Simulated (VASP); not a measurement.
# BN (wurtzite type) (P6_3mc) in VASP: further runs

The runs below take BN (wurtzite type) through single point, with PBE.

All numbers are computed with VASP 6.6.1; they aren't measurements. Logs are shortened: lines on timing, memory, paths and dates and some standing lists are left out, and cuts for length are marked.

**1. The cell of the first run**

It takes space group P6_3mc (No. 186, hexagonal). The conventional cell has a = 2.447 Å, b = 2.447 Å, c = 4.051 Å, α = 90.00°, β = 90.00°, γ = 120.00°. Within 2.0 Å of B (site symmetry 3m) lie 4 N at 1.50 to 1.51 Å. Within 2.0 Å of N (site symmetry 3m) lie 4 B at 1.50 to 1.51 Å.

**2. Single point, PBE (5.25 Å³/atom)**

Contents of INCAR:

```
SYSTEM = BN
PREC = Accurate ; ENCUT = 520
EDIFF = 1E-6 ; ISMEAR = -1
SIGMA = 0.05 ; LREAL = .False.
LASPH = .True. ; NELM = 80
ALGO = Normal ; ISIF = 2
LWAVE = .False. ; LCHARG = .False.
GGA = PE ; NBANDS = 16
```

Contents of KPOINTS:

```
Automatic mesh
0
Gamma
  12 12 6
  0 0 0
```

Contents of POSCAR:

```
BN
1.0
    2.4470707926      0.0000000000      0.0000000000
   -1.2235353963      2.1192254712      0.0000000000
    0.0000000000      0.0000000000      4.0514824894
B N
2 2
Direct
    0.3333333333      0.6666666667      0.0011587297
    0.6666666667      0.3333333333      0.5011587297
    0.3333333333      0.6666666667      0.3748412703
    0.6666666667      0.3333333333      0.8748412703
```

Potentials or basis: VASP PAW PBE potentials, release 64 (B, N).

Command:

```sh
cat potpaw_PBE.64/B/POTCAR potpaw_PBE.64/N/POTCAR > POTCAR
mpirun -np 1 vasp_std > vasp.out
```

OUTCAR:

```text
SYSTEM = BN
   PREC = Accurate
   ENCUT = 520
   EDIFF = 1E-6
   ISMEAR = -1
   LREAL = .False.
   LASPH = .True.
   NELM = 80
   ISIF = 2
   GGA = PE

 ion  position               nearest neighbor table
   1  0.333  0.667  0.001-   4 1.50   4 1.50   4 1.50   3 1.51
   2  0.667  0.333  0.501-   3 1.50   3 1.50   3 1.50   4 1.51
   3  0.333  0.667  0.375-   2 1.50   2 1.50   2 1.50   1 1.51
   4  0.667  0.333  0.875-   1 1.50   1 1.50   1 1.50   2 1.51

  LATTYP: Found a hexagonal cell.
 ALAT       =     2.4470707926
 C/A-ratio  =     1.6556458038

  Lattice vectors:

 A1 = (   2.4470707926,   0.0000000000,   0.0000000000)
 A2 = (  -1.2235353963,   2.1192254712,   0.0000000000)
 A3 = (   0.0000000000,   0.0000000000,   4.0514824894)

Analysis of symmetry for initial positions (statically):
=====================================================================
 Subroutine PRICEL returns:
 Original cell was already a primitive cell.

 Routine SETGRP: Setting up the symmetry group for a
 hexagonal supercell.

 Subroutine GETGRP returns: Found 12 space group operations
 (whereof  6 operations were pure point group operations)
 out of a pool of 24 trial point group operations.

The static configuration has the point symmetry C_3v.
 The point group associated with its full space group is C_6v.

Analysis of symmetry for dynamics (positions and initial velocities):
=====================================================================
 Subroutine PRICEL returns:
 Original cell was already a primitive cell.

 Routine SETGRP: Setting up the symmetry group for a
 hexagonal supercell.

 Subroutine GETGRP returns: Found 12 space group operations
 (whereof  6 operations were pure point group operations)
 out of a pool of 24 trial point group operations.

The dynamic configuration has the point symmetry C_3v.
 The point group associated with its full space group is C_6v.

 Subroutine INISYM returns: Found 12 space group operations
 (whereof  6 operations are pure point group operations),
 and found     1 'primitive' translations

----------------------------------------------------------------------------------------

                                     Primitive cell

  volume of cell :      21.0106

  direct lattice vectors                    reciprocal lattice vectors
     2.447070793  0.000000000  0.000000000     0.408651847  0.235935254  0.000000000
    -1.223535396  2.119225471  0.000000000     0.000000000  0.471870508  0.000000000
     0.000000000  0.000000000  4.051482489     0.000000000  0.000000000  0.246823231

  length of vectors
     2.447070793  2.447070793  4.051482489     0.471870508  0.471870508  0.246823231

  position of ions in fractional coordinates (direct lattice)
     0.333333333  0.666666667  0.001158730
     0.666666667  0.333333333  0.501158730
     0.333333333  0.666666667  0.374841270
     0.666666667  0.333333333  0.874841270

  ion indices of the primitive-cell ions
   primitive index   ion index
                 1           1
                 2           2
                 3           3
                 4           4

----------------------------------------------------------------------------------------

 KPOINTS: Automatic mesh

Automatic generation of k-mesh.
 Grid dimensions read from file:
 generate k-points for:   12   12    6

 Generating k-lattice:

  Cartesian coordinates                     Fractional coordinates (reciprocal lattice)
     0.034054321  0.019661271  0.000000000     0.083333333  0.000000000  0.000000000
     0.000000000  0.039322542  0.000000000     0.000000000  0.083333333  0.000000000
     0.000000000  0.000000000  0.041137205     0.000000000  0.000000000  0.166666667

  Length of vectors
     0.039322542  0.039322542  0.041137205

  Shift w.r.t. Gamma in fractional coordinates (k-lattice)
     0.000000000  0.000000000  0.000000000

 Subroutine IBZKPT returns following result:
 ===========================================

 Found     76 irreducible k-points:

 Following reciprocal coordinates:
            Coordinates               Weight
  0.000000  0.000000  0.000000      1.000000
  0.083333  0.000000  0.000000      6.000000
  0.166667  0.000000  0.000000      6.000000
  0.250000  0.000000  0.000000      6.000000
  0.333333  0.000000  0.000000      6.000000
  0.416667  0.000000  0.000000      6.000000
[... 16 lines left out ...]
  0.250000  0.000000  0.166667     12.000000
  0.333333  0.000000  0.166667     12.000000
 [... further k-points ...]
   k-points           NKPTS =     76   k-points in BZ     NKDIM =     76   number of bands    NBANDS=     16
   number of dos      NEDOS =    301   number of ions     NIONS =      4
   total plane-waves  NPLWV =   9720
   dimension x,y,z NGX =    18 NGY =   18 NGZ =   30
   dimension x,y,z NGXF=    36 NGYF=   36 NGZF=   60
   ions per type =               2   2
   NGX,Y,Z   is equivalent  to a cutoff of  12.23, 12.23, 12.31 a.u.
   NGXF,Y,Z  is equivalent  to a cutoff of  24.46, 24.46, 24.62 a.u.
 SYSTEM =  BN
   PREC   = accura    normal or accurate (medium, high low for compatibility)
   ISTART =      0    job   : 0-new  1-cont  2-samecut
   ICHARG =      2    charge: 1-file 2-atom 10-const
   ISPIN  =      1    spin polarized calculation?
   LNONCOLLINEAR =      F non collinear calculations
   LSORBIT =      F    spin-orbit coupling
   LASPH  =      T    aspherical Exc in radial PAW
   ENCUT  =  520.0 eV  38.22 Ry    6.18 a.u.   4.55  4.55  7.53*2*pi/ulx,y,z
   NELM   =     80;   NELMIN=  2; NELMDL= -5     # of ELM steps
   EDIFF  = 0.1E-05   stopping-criterion for ELM
   LREAL  =      F    real-space projection
   EDIFFG = 0.1E-04   stopping-criterion for IOM
   NSW    =      0    number of steps for IOM
   IBRION =     -1    ionic relax: 0-MD 1-quasi-New 2-CG
   NFREE  =      0    steps in history (QN), initial steepest desc. (CG)
   ISIF   =      2    stress and relaxation
   ISYM   =      2    0-nonsym 1-usesym 2-fastsym
   POTIM  = 0.5000    time-step for ionic-motion
   TEBEG  =    0.0;   TEEND  =   0.0 temperature during run
   PSTRESS=    0.0 pullay stress
   NELECT =      16.0000    total number of electrons
   NUPDOWN=      -1.0000    fix difference up-down
   EMIN   =  10.00;   EMAX   =-10.00  energy-range for DOS
   EFERMI =   0.00;   METHOD = LEGACY
   ISMEAR =    -1;   SIGMA  =   0.05  broadening in eV -4-tet -1-fermi 0-gaus
   EFERMI_NEDOS =   21; number of points for ismear=-14 and -15
   IALGO  =     38    algorithm
   IMIX   =      4    mixing-type and parameters
     AMIX     =   0.40;   BMIX     =  1.00
     AMIX_MAG =   1.60;   BMIX_MAG =  1.00
  volume/ion in A,a.u.               =       5.25        35.45
  Fermi-wavevector in a.u.,A,eV,Ry     =   1.494981  2.825104 30.408579  2.234967
  Thomas-Fermi vector in A             =   2.607184
   LORBIT       =      0    0 simple, 1 ext, 2 COOP (PROOUT), +10 PAW based schemes
   GGA     = PE    functional components
   LHFCALC =     F    Hartree Fock is set to
   AEXX    =    0.0000 exact exchange contribution
   IVDW    =     0    specifies the selected vdW correction
   LEPSILON=     F    determine dielectric tensor
   LRPA    =     F    only Hartree local field effects (RPA)
 non-spin polarized calculation
  energy-cutoff  :      520.00
  volume of cell :       21.01
 maximum number of plane-waves:       580
   NGX =  9   NGY =  9   NGZ = 15

 number of electron      16.0000001 magnetization

 Free energy of the ion-electron system (eV)
  ---------------------------------------------------
  ext. energy  EPLUGINS =         0.00000000
  ---------------------------------------------------
  free energy    TOTEN  =       -34.33492163 eV

  energy without entropy =      -34.33492163  energy(sigma->0) =      -34.33492163

 E-fermi :  10.1444     XC(G=0): -13.4017

 val. band max:        9.1249989259   @ k =   0.0000   0.0000   0.0000
 cond. band min:      14.0286671577   @ k =   0.3333   0.3333   0.0000
 fundamental gap:      4.9036682319
 Fermi energy:        10.1443803908

 k-point     1 :       0.0000    0.0000    0.0000
  band No.  band energies     occupation
      1     -12.7296      2.00000
      2      -8.0159      2.00000
      3      -3.0003      2.00000
      4       6.7299      2.00000
      5       6.7299      2.00000
      6       8.7453      2.00000
[... 8 lines left out ...]
     15      21.9280      0.00000
     16      26.8714      0.00000

 k-point     2 :       0.0833    0.0000    0.0000
  band No.  band energies     occupation
      1     -12.5636      2.00000
      2      -7.8850      2.00000
      3      -2.8385      2.00000
      4       5.9844      2.00000
      5       6.4058      2.00000
      6       8.5078      2.00000
[... 8 lines left out ...]
     15      22.4356      0.00000
     16      26.5584      0.00000

 k-point     3 :       0.1667    0.0000    0.0000
  band No.  band energies     occupation
      1     -12.0701      2.00000
      2      -7.5085      2.00000
      3      -2.3590      2.00000
      4       4.1783      2.00000
      5       5.6519      2.00000
      6       7.0104      2.00000
[... 8 lines left out ...]
     15      23.7534      0.00000
     16      25.5760      0.00000

 k-point     4 :       0.2500    0.0000    0.0000
  band No.  band energies     occupation
      1     -11.2642      2.00000
      2      -6.9516      2.00000
      3      -1.5857      2.00000
      4       2.0247      2.00000
      5       4.8160      2.00000
      6       5.1012      2.00000
[... 8 lines left out ...]
     15      25.4602      0.00000
     16      26.1124      0.00000
[... 324 lines left out ...]
 k-point    22 :       0.1667    0.0000    0.1667
  band No.  band energies     occupation
      1     -11.8911      2.00000
      2      -8.1571      2.00000
      3      -1.4201      2.00000
      4       4.3349      2.00000
      5       5.7992      2.00000
      6       6.5316      2.00000
[... 8 lines left out ...]
     15      23.7742      0.00000
     16      25.7941      0.00000

 k-point    23 :       0.2500    0.0000    0.1667
  band No.  band energies     occupation
      1     -11.0900      2.00000
      2      -7.5329      2.00000
      3      -0.7982      2.00000
      4       2.2498      2.00000
      5       4.6181      2.00000
      6       4.9713      2.00000
[... 8 lines left out ...]
     15      25.0697      0.00000
     16      26.2813      0.00000

 k-point    24 :       0.3333    0.0000    0.1667
  band No.  band energies     occupation
      1     -10.0188      2.00000
      2      -6.8471      2.00000
      3      -0.6278      2.00000
      4       0.9737      2.00000
      5       2.6508      2.00000
      6       4.2771      2.00000
[... 8 lines left out ...]
     15      26.6691      0.00000
     16      27.2630      0.00000

 [... further k-points ...]

------------------------ aborting loop because EDIFF is reached ----------------------------------------

  FORCE on cell =-STRESS in cart. coord.  units (eV):
  Direction    XX          YY          ZZ          XY          YZ          ZX
  --------------------------------------------------------------------------------------
  -------------------------------------------------------------------------------------
  Total        7.9484677      7.9484677      7.9529317     -0.0000000      0.0000000     -0.0000000
  in kB      606.1168169    606.1168169    606.4572190     -0.0000000      0.0000000     -0.0000000
  external PRESSURE =     606.2302843 kB  Pullay stress =       0.0000000 kB

 VOLUME and BASIS-vectors are now :
 -----------------------------------------------------------------------------
  energy-cutoff  :      520.00
  volume of cell :       21.01
      direct lattice vectors                 reciprocal lattice vectors
     2.447070793  0.000000000  0.000000000     0.408651847  0.235935254  0.000000000
    -1.223535396  2.119225471  0.000000000     0.000000000  0.471870508  0.000000000
     0.000000000  0.000000000  4.051482489     0.000000000  0.000000000  0.246823231

 POSITION                                       TOTAL-FORCE (eV/Angst)
 -----------------------------------------------------------------------------------
     -0.00000      1.41282      0.00469         0.000000     -0.000000      0.001795
      1.22354      0.70641      2.03044        -0.000000      0.000000      0.001795
     -0.00000      1.41282      1.51866         0.000000     -0.000000     -0.001795
      1.22354      0.70641      3.54440        -0.000000      0.000000     -0.001795
 -----------------------------------------------------------------------------------
    total drift:                                0.000000      0.000000     -0.000451

  FREE ENERGIE OF THE ION-ELECTRON SYSTEM (eV)
  ---------------------------------------------------
  free  energy   TOTEN  =       -34.3349216302 eV

  energy  without entropy=      -34.3349216302  energy(sigma->0) =      -34.33492163
```

Wall time 30 s (1 thread of Intel Xeon 8259CL, shared host); peak memory 0.14 GiB.

What came out:

| Item | Value |
| --- | --- |
| Free energy | -34.3349 eV |
| Pressure | 60.6 GPa |
| Band gap on the k mesh | 4.90 eV (least direct gap 8.81 eV) |

Levels at points of the mesh, in eV from the valence-band top:
| k point | band 5 | band 6 | band 7 | band 8 | band 9 | band 10 | band 11 | band 12 |
| --- | --- | --- | --- | --- | --- | --- | --- | --- |
| (0.00, 0.00, 0.00) | -2.40 | -0.38 | 0.00 | 0.00 | 8.83 | 8.83 | 9.23 | 11.03 |
| (0.50, 0.00, 0.00) | -7.64 | -5.62 | -5.08 | -2.37 | 7.13 | 8.28 | 11.17 | 12.48 |
| (0.00, 0.00, 0.50) | -1.33 | -1.33 | -1.33 | -1.33 | 10.55 | 10.55 | 10.55 | 10.55 |
| (0.50, 0.00, 0.50) | -4.25 | -4.25 | -4.03 | -4.03 | 6.99 | 6.99 | 10.84 | 10.84 |

Caveat: the cell stands under pressure. A k mesh can miss the band edges.

**3. Single point, PBE**

This run uses another cell than the first one, of 5.61 Å³/atom.

Contents of INCAR:

```
ALGO     = Normal         # electronic algorithm
EDIFF    = 1E-7           # SCF threshold, eV
ENCUT    = 520            # plane-wave cutoff, eV
GGA      = PE             # functional
ISIF     = 2              # what is computed and relaxed
ISMEAR   = -1             # smearing method
LASPH    = T              # aspherical terms in the spheres
LCHARG   = T              # write CHGCAR
LELF     = T              # ELF
LREAL    = F              # projectors in reciprocal space
LVHAR    = T            
LWAVE    = F              # write WAVECAR
NBANDS   = 16             # bands
NELM     = 100            # most SCF steps
PREC     = Accurate       # precision mode
SIGMA    = 0.05           # smearing width, eV
```

Contents of KPOINTS:

```
k-points
0
Gamma
  12 12 6
```

Contents of POSCAR:

```
BN
1.0
    2.5020713932      0.0000000000      0.0000000000
   -1.2510356966      2.1668573886      0.0000000000
    0.0000000000      0.0000000000      4.1395470156
B N
2 2
Direct
    0.3333333333      0.6666666667      0.0009232347
    0.6666666667      0.3333333333      0.5009232347
    0.3333333333      0.6666666667      0.3750767653
    0.6666666667      0.3333333333      0.8750767653
```

Potentials or basis: VASP PAW PBE potentials, release 64 (B, N).

Command:

```sh
cat potpaw_PBE.64/B/POTCAR potpaw_PBE.64/N/POTCAR > POTCAR
mpirun -np 1 vasp_std > vasp.out
```

Run time: 34 s. Hardware: 1 thread of Intel Xeon 8259CL, shared host; peak memory 0.14 GiB.

It converged, with:

* Free energy: -34.7179 eV
* Pressure: 26.2 GPa
* Band gap on the k mesh: 5.07 eV (least direct gap 8.52 eV)

Levels at points of the mesh, in eV from the valence-band top:
| k point | band 6 | band 7 | band 8 | band 9 | band 10 | band 11 |
| --- | --- | --- | --- | --- | --- | --- |
| (0.00, 0.00, 0.00) | -0.32 | 0.00 | 0.00 | 8.58 | 8.58 | 8.90 |
| (0.50, 0.00, 0.00) | -5.25 | -4.70 | -2.22 | 6.90 | 8.11 | 10.85 |
| (0.00, 0.00, 0.50) | -1.24 | -1.24 | -1.24 | 9.98 | 9.98 | 10.20 |
| (0.50, 0.00, 0.50) | -3.98 | -3.76 | -3.76 | 6.78 | 6.78 | 10.39 |

Caveat: the cell stands under pressure. A k mesh can miss the band edges.

**4. Single point, PBE**

This run uses another cell than the first one, of 5.97 Å³/atom.

Contents of INCAR:

```
PREC = Accurate
ENCUT = 520
EDIFF = 1E-6
ISMEAR = -1
SIGMA = 0.05
LREAL = False
LASPH = True
NELM = 80
ALGO = Normal
ISIF = 2
LWAVE = False
LCHARG = False
GGA = PE
NBANDS = 16
```

Contents of KPOINTS:

```
Automatic mesh
0
Gamma
  12 12 6
```

Contents of POSCAR:

```
BN
1.0
    2.5545681302      0.0000000000      0.0000000000
   -1.2772840651      2.2123208964      0.0000000000
    0.0000000000      0.0000000000      4.2246368355
B N
2 2
Direct
    0.3333333333      0.6666666667      0.0006889995
    0.6666666667      0.3333333333      0.5006889995
    0.3333333333      0.6666666667      0.3753110005
    0.6666666667      0.3333333333      0.8753110005
```

Command:

```sh
cat potpaw_PBE.64/B/POTCAR potpaw_PBE.64/N/POTCAR > POTCAR
mpirun -np 1 vasp_std > vasp.out
```

Wall time 28 s (1 thread of Intel Xeon 8259CL, shared host); peak memory 0.14 GiB.

It converged, with:

```yaml
Free_energy: -34.8327 eV
Pressure: 0.2 GPa
Band_gap_on_the_k_mesh: 5.21 eV (least direct gap 8.24 eV)
```

Forces on the atoms (eV/Å):
```
B    0.000  0.000  0.002
B    0.000  0.000  0.002
N    0.000  0.000 -0.002
N    0.000  0.000 -0.002
```

Levels at points of the mesh, in eV from the valence-band top:
| k point | band 4 | band 5 | band 6 | band 7 | band 8 | band 9 | band 10 | band 11 | band 12 | band 13 |
| --- | --- | --- | --- | --- | --- | --- | --- | --- | --- | --- |
| (0.00, 0.00, 0.00) | -2.10 | -2.10 | -0.26 | 0.00 | 0.00 | 8.33 | 8.33 | 8.55 | 9.41 | 10.63 |
| (0.50, 0.00, 0.00) | -7.74 | -6.85 | -4.93 | -4.36 | -2.09 | 6.68 | 7.94 | 10.56 | 11.39 | 12.81 |
| (0.00, 0.00, 0.50) | -5.67 | -1.16 | -1.16 | -1.16 | -1.16 | 9.40 | 9.40 | 9.88 | 9.88 | 9.88 |
| (0.50, 0.00, 0.50) | -9.93 | -3.73 | -3.73 | -3.53 | -3.53 | 6.56 | 6.56 | 9.97 | 9.97 | 14.18 |

A k mesh can miss the band edges.

**5. Overview**

| cell | gap on the mesh (eV) | pressure (GPa) |
| --- | --- | --- |
| a = 2.447, b = 2.447, c = 4.051 Å, angles 90.0, 90.0, 120.0°, 4 atoms | 4.90 | 60.6 |
| a = 2.502, b = 2.502, c = 4.140 Å, angles 90.0, 90.0, 120.0°, 4 atoms | 5.07 | 26.2 |
| a = 2.555, b = 2.555, c = 4.225 Å, angles 90.0, 90.0, 120.0°, 4 atoms | 5.21 | 0.2 |

Alike in all rows: task single point; level PBE; potentials or basis VASP PAW PBE potentials, release 64 (B, N); no spin polarisation; k mesh 12 × 12 × 6; cutoff (eV) 520; smearing fermi-dirac 0.05 eV.

Caveats: the cell stands under pressure (at least some runs).

Total energies depend on the potentials used, so only differences within one code and one set of settings carry meaning.
